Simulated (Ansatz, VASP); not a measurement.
# Two plane-wave programs on BaTiO3

INCAR

```
SYSTEM = BaTiO3
PREC     = Accurate       ! precision mode
ENCUT    = 520            ! plane-wave cutoff, eV
EDIFF    = 1E-6           ! SCF threshold, eV
ISMEAR   = 0              ! smearing method
SIGMA    = 0.05           ! smearing width, eV
LREAL    = .False.        ! projectors in reciprocal space
LASPH    = .True.         ! aspherical terms in the spheres
NELM     = 150            ! most SCF steps
ALGO     = Normal         ! electronic algorithm
ISIF     = 2              ! what is computed and relaxed
LWAVE    = .False.        ! write WAVECAR
LCHARG   = .False.        ! write CHGCAR
LMAXMIX  = 4              ! l up to which the mixer works
LDAU     = .True.         ! DFT+U
LDAUTYPE = 2            
LDAUL    = -1 2 -1        ! shell
LDAUU    = 0 4 0          ! U, eV
LDAUJ    = 0 0 0        
LDAUPRINT= 1            
GGA      = PE             ! functional
NBANDS   = 28             ! bands
```

Contents of KPOINTS:

```
Automatic mesh
0
Gamma
  6 6 6
  0 0 0
```

Contents of POSCAR:

```
BaTiO3
1.0
    4.0082194746      0.0000000000      0.0000000000
    0.0000000000      2.7583502132      2.8859183788
    0.0000000000     -2.7583502132      2.8859183788
Ba Ti O
1 1 3
Direct
    0.0000000000      0.0080771845      0.0080771845
    0.5000000000      0.5197092871      0.5197092871
    0.0000000000      0.4916268390      0.4916268390
    0.5000000000      0.4938075372      0.9829991522
    0.5000000000      0.9829991522      0.4938075372
```

Input for Ansatz:

```yaml
crystal:
  lattice:
    - [4.0082194746, 0.0, 0.0]
    - [0.0, 2.7583502132, 2.8859183788]
    - [0.0, -2.7583502132, 2.8859183788]
  atoms:
    - { symbol: Ba, position: [0.0, 0.0080771845, 0.0080771845] }
    - { symbol: Ti, position: [0.5, 0.5197092871, 0.5197092871] }
    - { symbol: O, position: [0.0, 0.491626839, 0.491626839] }
    - { symbol: O, position: [0.5, 0.4938075372, 0.9829991522] }
    - { symbol: O, position: [0.5, 0.9829991522, 0.4938075372] }
basis:
  ecutwfc: 420
kpoints:
  mp_grid: { grid: [6, 6, 6] }
hamiltonian:
  xc: pbe
  hubbard: { sites: [{ species: Ti, l: d, u_eff: 4.0 }] }
scf:
  occupations: { method: gaussian, width: 0.05 }
output:
  forces: true
  stress: true
  eigenvalues: true
```

Change from the starting cell: strain -0.0400 x Voigt [0, 1, 0, 0, 0, 0], atoms carried along.

Alike in both runs: task single point; functional PBE; k mesh 6 × 6 × 6; occupations gaussian, width 0.05 eV; no spin polarisation; Hubbard terms Ti d U = 4.0 eV.

|  | VASP | Ansatz |
| --- | --- | --- |
| version | VASP 6.6.1 | Ansatz 0.2.0 |
| potentials or method | VASP PAW PBE potentials, release 64 (Ba_sv, Ti_sv, O), cutoff 520 eV | scalar-relativistic, plane waves, PAW |
| valence electrons in the cell | 40 | 40 |

|  | VASP | Ansatz | Ansatz less VASP |
| --- | --- | --- | --- |
| gap on the k mesh at the Fermi level (eV) | 2.52 | 2.57 | +0.049 |
| least direct gap on the mesh (eV) | 2.80 | 2.83 | +0.037 |
| pressure (GPa) | 11.4 | 7.3 | -4.03 |
| traceless stress, the component that is largest in VASP (GPa) | 7.12 | 6.48 | -0.640 |
| rms of the force components (eV/Å) | 0.471 | 0.219 | -0.2528 |

The programs project onto different local orbitals, so the same U acts differently, and such runs can settle in different states. Atom by atom the forces differ by 0.257 eV/Å (rms over components).

Neither program's run includes spin-orbit coupling.
